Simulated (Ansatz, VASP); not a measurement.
## Two plane-wave programs on CsB

```
CELL_PARAMETERS angstrom
3.94969 0.00000 0.00000
0.00000 3.94969 0.00000
0.00000 0.00000 3.94969
ATOMIC_POSITIONS crystal
Cs 0.50000 0.50000 0.50000
B 0.00000 0.00000 0.00000
```

Change from the starting cell: species swapped into the YAu type (Pm-3m, No. 221).

Alike in both runs: task relaxation of cell and atoms; functional PBE; k mesh 14 × 14 × 14; occupations gaussian, width 0.1 eV; no spin polarisation.

|  | VASP | Ansatz |
| --- | --- | --- |
| version | VASP 6.6.1 | Ansatz 0.2.0 |
| potentials or method | VASP PAW PBE potentials, release 64 (Cs_sv, B), cutoff 600 eV | scalar-relativistic, plane waves, PAW |
| valence electrons in the cell | 12 | 12 |

|  | VASP | Ansatz | Ansatz less VASP |
| --- | --- | --- | --- |
| gap on the k mesh at the Fermi level, each at its own relaxed structure (eV) | none | none | - |
| relaxed volume (Å³/atom) | 32.33 | 32.10 | -0.222 |
| relaxed cell length with the largest relative difference (Å) | 4.014 | 4.004 | -0.0092 |

A gap of «none» marks a metal or a gap that the smearing closes.

Spin-orbit coupling is off throughout.
